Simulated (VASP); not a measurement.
# Si3O2 (P4mm) in VASP: relaxation of cell and atoms with PBE

Aim: the relaxation of cell and atoms of Si3O2 with PBE.

Everything below comes from runs of VASP 6.6.1. Logs are shortened: lines on timing, memory, paths and dates and some standing lists are left out, and cuts for length are marked.

## Step 1: The cell of the first run

It takes space group P4mm (No. 99, tetragonal). The conventional cell has a = 4.501 Å, b = 4.501 Å, c = 3.336 Å, α = 90.00°, β = 90.00°, γ = 90.00°. Within 2.3 Å of Si (site symmetry 4mm) lie 2 Si at 1.66 to 1.67 Å and 4 O at 2.26 Å. Within 2.2 Å of Si (site symmetry 4mm) lie 2 Si at 1.66 to 1.67 Å. Si (site symmetry 4mm) has 4 O at 2.28 Å within 3.0 Å. O (site symmetry 2mm) has 8 Si at 2.26 to 2.93 Å within 3.0 Å.

The cell was built from a structure type or drawn by symmetry, and may not be a known phase.

## Step 2: Relaxation of cell and atoms, PBE

Input file INCAR:

```
PREC = Accurate ; ENCUT = 910
EDIFF = 1E-7 ; ISMEAR = 0
SIGMA = 0.1 ; LREAL = F
LASPH = T ; NELM = 120
ALGO = Normal ; ISIF = 3
LWAVE = F ; LCHARG = F
GGA = PE ; IBRION = 2
NSW = 90 ; EDIFFG = -0.04
GGA_COMPAT = F ; NELMIN = 4
```

Input file KPOINTS:

```
regular mesh
0
Gamma
  4 4 6
```

Input file POSCAR:

```
Si3O2
1.0
    4.5012169400      0.0000000000      0.0000000000
    0.0000000000      4.5012169400      0.0000000000
    0.0000000000      0.0000000000      3.3357033900
Si O
3 2
Direct
    0.5000000000      0.5000000000      0.4793932500
    0.5000000000      0.5000000000      0.9783680900
    0.0000000000      0.0000000000      0.5312098000
    0.5000000000      0.0000000000      0.4168319800
    0.0000000000      0.5000000000      0.4168319800
```

Potentials or basis: VASP PAW PBE potentials, release 64 (Si, O_h).

Started as:

```bash
cat potpaw_PBE.64/Si/POTCAR potpaw_PBE.64/O_h/POTCAR > POTCAR
mpirun -np 1 vasp_std > vasp.out
```

OUTCAR:

```text
PREC = Accurate
   ENCUT = 910
   EDIFF = 1E-7
   ISMEAR = 0
   LREAL = F
   LASPH = T
   NELM = 120
   ISIF = 3
   GGA = PE
   IBRION = 2
   NSW = 90
   EDIFFG = -0.04
   NELMIN = 4

 ion  position               nearest neighbor table
   1  0.500  0.500  0.479-   2 1.66   2 1.67   5 2.26   4 2.26   4 2.26   5 2.26
   2  0.500  0.500  0.978-   1 1.66   1 1.67
   3  0.000  0.000  0.531-   4 2.28   5 2.28   5 2.28   4 2.28
   4  0.500  0.000  0.417-   1 2.26   1 2.26   3 2.28   3 2.28
   5  0.000  0.500  0.417-   1 2.26   1 2.26   3 2.28   3 2.28

  LATTYP: Found a simple tetragonal cell.
 ALAT       =     4.5012169400
 C/A-ratio  =     0.7410670124

  Lattice vectors:

 A1 = (   4.5012169400,   0.0000000000,   0.0000000000)
 A2 = (   0.0000000000,   4.5012169400,   0.0000000000)
 A3 = (   0.0000000000,   0.0000000000,   3.3357033900)

Analysis of symmetry for initial positions (statically):
=====================================================================
 Subroutine PRICEL returns:
 Original cell was already a primitive cell.

 Routine SETGRP: Setting up the symmetry group for a
 simple tetragonal supercell.

 Subroutine GETGRP returns: Found  8 space group operations
 (whereof  8 operations were pure point group operations)
 out of a pool of 16 trial point group operations.

The static configuration has the point symmetry C_4v.

Analysis of symmetry for dynamics (positions and initial velocities):
=====================================================================
 Subroutine PRICEL returns:
 Original cell was already a primitive cell.

 Routine SETGRP: Setting up the symmetry group for a
 simple tetragonal supercell.

 Subroutine GETGRP returns: Found  8 space group operations
 (whereof  8 operations were pure point group operations)
 out of a pool of 16 trial point group operations.

The dynamic configuration has the point symmetry C_4v.

 Subroutine INISYM returns: Found  8 space group operations
 (whereof  8 operations are pure point group operations),
 and found     1 'primitive' translations

----------------------------------------------------------------------------------------

                                     Primitive cell

  volume of cell :      67.5845

  direct lattice vectors                    reciprocal lattice vectors
     4.501216940  0.000000000  0.000000000     0.222162143  0.000000000  0.000000000
     0.000000000  4.501216940  0.000000000     0.000000000  0.222162143  0.000000000
[... 86 lines left out ...]
   LSORBIT =      F    spin-orbit coupling
   LASPH  =      T    aspherical Exc in radial PAW
   ENCUT  =  910.0 eV  66.88 Ry    8.18 a.u.  11.07 11.07  8.20*2*pi/ulx,y,z
   NELM   =    120;   NELMIN=  4; NELMDL= -5     # of ELM steps
   EDIFF  = 0.1E-06   stopping-criterion for ELM
   LREAL  =      F    real-space projection
   EDIFFG = -.4E-01   stopping-criterion for IOM
   NSW    =     90    number of steps for IOM
   IBRION =      2    ionic relax: 0-MD 1-quasi-New 2-CG
   NFREE  =      1    steps in history (QN), initial steepest desc. (CG)
   ISIF   =      3    stress and relaxation
   ISYM   =      2    0-nonsym 1-usesym 2-fastsym
   POTIM  = 0.5000    time-step for ionic-motion
   TEBEG  =    0.0;   TEEND  =   0.0 temperature during run
   PSTRESS=    0.0 pullay stress
   NELECT =      24.0000    total number of electrons
   NUPDOWN=      -1.0000    fix difference up-down
   EMIN   =  10.00;   EMAX   =-10.00  energy-range for DOS
   EFERMI =   0.00;   METHOD = LEGACY
   ISMEAR =     0;   SIGMA  =   0.10  broadening in eV -4-tet -1-fermi 0-gaus
   EFERMI_NEDOS =   21; number of points for ismear=-14 and -15
   IALGO  =     38    algorithm
   IMIX   =      4    mixing-type and parameters
     AMIX     =   0.40;   BMIX     =  1.00
     AMIX_MAG =   1.60;   BMIX_MAG =  1.00
  volume/ion in A,a.u.               =      13.52        91.22
  Fermi-wavevector in a.u.,A,eV,Ry     =   1.159301  2.190761 18.285936  1.343978
  Thomas-Fermi vector in A             =   2.295895
   LORBIT       =      0    0 simple, 1 ext, 2 COOP (PROOUT), +10 PAW based schemes
   GGA     = PE    functional components
   LHFCALC =     F    Hartree Fock is set to
   AEXX    =    0.0000 exact exchange contribution
   IVDW    =     0    specifies the selected vdW correction
   LEPSILON=     F    determine dielectric tensor
   LRPA    =     F    only Hartree local field effects (RPA)
 conjugate gradient relaxation of ions
 non-spin polarized calculation
 Gauss-broadening in eV      SIGMA  =   0.10
  energy-cutoff  :      910.00
  volume of cell :       67.58
 maximum number of plane-waves:      4272
 NGX is ok and might be reduce to    48
   NGX = 23   NGY = 23   NGZ = 17

--------------------------------------- Ionic step        1  -------------------------------------------

 number of electron      23.9999998 magnetization

 Free energy of the ion-electron system (eV)
  ---------------------------------------------------
  ext. energy  EPLUGINS =         0.00000000
  ---------------------------------------------------
  free energy    TOTEN  =       -15.65145821 eV

  energy without entropy =      -15.63777022  energy(sigma->0) =      -15.64461422

------------------------ aborting loop because EDIFF is reached ----------------------------------------

  FORCE on cell =-STRESS in cart. coord.  units (eV):
  Direction    XX          YY          ZZ          XY          YZ          ZX
  --------------------------------------------------------------------------------------
  -------------------------------------------------------------------------------------
  Total       -5.7650053     -5.7650053     79.0095071      0.0000000      0.0000000      0.0000000
  in kB     -136.6667842   -136.6667842   1873.0208830      0.0000000      0.0000000      0.0000000
  external PRESSURE =     533.2291049 kB  Pullay stress =       0.0000000 kB
[... 1015 lines left out ...]
      3      -5.5186      2.00000
      4      -4.0633      2.00000
      5      -3.5185      2.00000
      6       0.3973      2.00000
[... 8 lines left out ...]
     15       5.6505      0.00000
     16       6.6004      0.00000

[... ionic steps 4 to 32 ...]

--------------------------------------- Ionic step       33  -------------------------------------------

 number of electron      24.0000003 magnetization

------------------------ aborting loop because EDIFF is reached ----------------------------------------
[... 73 lines left out ...]
--------------------------------------- Ionic step       35  -------------------------------------------

 number of electron      24.0000003 magnetization

 Free energy of the ion-electron system (eV)
  ---------------------------------------------------
  ext. energy  EPLUGINS =         0.00000000
  ---------------------------------------------------
  free energy    TOTEN  =       -28.86389054 eV

  energy without entropy =      -28.85938448  energy(sigma->0) =      -28.86163751

 E-fermi :   8.9063     XC(G=0): -11.1004

 val. band max:        8.9025094404   @ k =   0.0000   0.0000   0.0000
 cond. band min:       8.9251818720   @ k =   0.2500   0.0000   0.5000
 fundamental gap:      0.0226724315
 Fermi energy:         8.9063132556
[... 486 lines left out ...]
  FREE ENERGIE OF THE ION-ELECTRON SYSTEM (eV)
  ---------------------------------------------------
  free  energy   TOTEN  =       -28.8638905382 eV

  energy  without entropy=      -28.8593844751  energy(sigma->0) =      -28.86163751

 reached required accuracy - stopping structural energy minimisation
```

OSZICAR:

```text
N       E                     dE             d eps       ncg     rms          rms(c)
DAV:   1     0.169617866727E+03    0.16962E+03   -0.15918E+04   768   0.210E+03
DAV:   2     0.382962449053E+01   -0.16579E+03   -0.16243E+03  1048   0.291E+02
DAV:   3    -0.183222371333E+02   -0.22152E+02   -0.21621E+02  1112   0.104E+02
DAV:   4    -0.189262998769E+02   -0.60406E+00   -0.59666E+00   952   0.185E+01
[... 390 lines left out ...]
DAV:   2    -0.288638891046E+02    0.30554E-04   -0.47682E-04  1064   0.183E-01    0.155E-02
DAV:   3    -0.288638911481E+02   -0.20436E-05   -0.43265E-05   816   0.548E-02    0.103E-02
DAV:   4    -0.288638905005E+02    0.64766E-06   -0.48268E-06  1016   0.182E-02    0.486E-03
DAV:   5    -0.288638905329E+02   -0.32444E-07   -0.11457E-06   984   0.909E-03    0.105E-03
DAV:   6    -0.288638905382E+02   -0.53483E-08   -0.15356E-07   552   0.337E-03
  35 F= -.28863891E+02 E0= -.28861638E+02  d E =-.169245E-03
```

CONTCAR:

```text
Si3O2
   1.00000000000000
     3.4416699300312157   -0.0000000000000000   -0.0000000000000000
     0.0000000000000000    3.4416699300312157   -0.0000000000000000
     0.0000000000000000   -0.0000000000000000    4.8538986029429410
  Si              O
     3     2
Direct
     0.5000000000000000    0.5000000000000000    0.3490737232637011
     0.5000000000000000    0.5000000000000000    0.8939575678216165
     0.0000000000000000    0.0000000000000000    0.7279661325134835
     0.5000000000000000    0.0000000000000000    0.4258188382005990
     0.0000000000000000    0.5000000000000000    0.4258188382005990

  0.00000000E+00  0.00000000E+00  0.00000000E+00
  0.00000000E+00  0.00000000E+00  0.00000000E+00
  0.00000000E+00  0.00000000E+00  0.00000000E+00
  0.00000000E+00  0.00000000E+00  0.00000000E+00
  0.00000000E+00  0.00000000E+00  0.00000000E+00
```

Wall time 11 min (1 thread of Intel Xeon 6975P-C (Granite Rapids), shared host); peak memory 0.31 GiB.

What came out:

* Free energy: -28.8639 eV
* Relaxed volume: 11.50 Å³/atom
* Relaxed cell: a = 3.442 Å, b = 3.442 Å, c = 4.854 Å, α = 90.00°, β = 90.00°, γ = 90.00°
* Space group after relaxing (to 0.1 Å): P4mm (No. 99)
* Energy gained by relaxing: 2642.5 meV/atom
* Ionic steps: 35
* Pressure after relaxing: 0.0 GPa
* Largest force after relaxing: 0.021 eV/Å
* Band gap on the k mesh: zero (bands 12 and 13 overlap by 4.36 eV)

Forces on the atoms (eV/Å):
```
Si   0.000  0.000  0.020
Si   0.000  0.000 -0.021
Si   0.000  0.000 -0.011
O    0.000  0.000  0.006
O    0.000  0.000  0.006
```

Step by step:
| step | energy change (eV) | largest force (eV/Å) | pressure (GPa) | volume (Å³) |
| --- | --- | --- | --- | --- |
| 1 | 0.0000 | 0.3274 | 53.32 | 67.58 |
| 2 | -3.6498 | 0.7248 | -31.47 | 106.22 |
| 3 | -9.0531 | 0.4941 | -14.38 | 87.32 |
| 4 | -9.0759 | 0.4844 | -13.57 | 86.57 |
| 5 | -9.0832 | 0.5951 | -12.46 | 85.57 |
| 6 | -10.1426 | 1.4263 | -3.14 | 72.85 |
| 7 | -10.2103 | 1.8201 | 1.39 | 69.64 |
| 8 | -10.4292 | 1.9242 | -0.10 | 69.02 |
| 9 | -11.0348 | 3.4611 | -5.45 | 67.04 |
| 10 | -11.3086 | 5.8364 | -3.17 | 62.59 |
| 11 | -11.4418 | 4.8857 | -7.25 | 65.11 |
| 12 | -11.4988 | 5.1448 | -6.08 | 63.72 |
| 13 | -11.5095 | 5.0041 | -7.06 | 64.34 |
| 14 | -11.5600 | 4.9043 | -7.14 | 64.13 |
| 15 | -11.6818 | 4.6087 | -6.91 | 63.50 |
| 16 | -11.7765 | 4.5420 | -5.62 | 62.23 |
| 17 | -11.8809 | 4.3419 | -5.75 | 62.06 |
| 18 | -12.1736 | 3.7416 | -5.96 | 61.54 |
| 19 | -12.6585 | 2.8288 | -5.53 | 60.49 |
| 20 | -13.0058 | 1.3689 | 0.33 | 58.38 |
| 21 | -13.0279 | 1.2262 | -2.17 | 58.96 |
| 22 | -13.0338 | 0.9242 | -1.51 | 58.78 |
| 23 | -13.0334 | 0.7923 | -1.22 | 58.72 |
| 24 | -13.0564 | 0.7261 | -0.77 | 58.50 |
| 25 | -13.1129 | 0.5489 | 0.79 | 57.84 |
| 26 | -13.1674 | 0.3759 | 4.57 | 56.53 |
| 27 | -13.1960 | 0.2778 | 1.21 | 57.29 |
| 28 | -13.2009 | 0.3041 | -0.80 | 57.76 |
| 29 | -13.2061 | 0.1649 | -0.81 | 57.76 |
| 30 | -13.2088 | 0.1506 | -0.82 | 57.77 |
| 31 | -13.2115 | 0.1011 | 0.07 | 57.49 |
| 32 | -13.2117 | 0.0864 | 0.36 | 57.41 |
| 33 | -13.2122 | 0.0664 | 0.01 | 57.48 |
| 34 | -13.2123 | 0.0660 | -0.16 | 57.52 |
| 35 | -13.2124 | 0.0215 | -0.04 | 57.49 |

Final structure:
```
CELL_PARAMETERS angstrom
3.44167 0.00000 0.00000
0.00000 3.44167 0.00000
0.00000 0.00000 4.85390
ATOMIC_POSITIONS crystal
Si 0.50000 0.50000 0.34907
Si 0.50000 0.50000 0.89396
Si 0.00000 0.00000 0.72797
O 0.50000 0.00000 0.42582
O 0.00000 0.50000 0.42582
```

Caveat: the cutoff is under 1.25 times the usual one of these potentials, so pressure, stress and relaxed cells hold a basis-set (Pulay) error; a cell axis changed by over 15 % at a fixed basis, so the end point is rough.
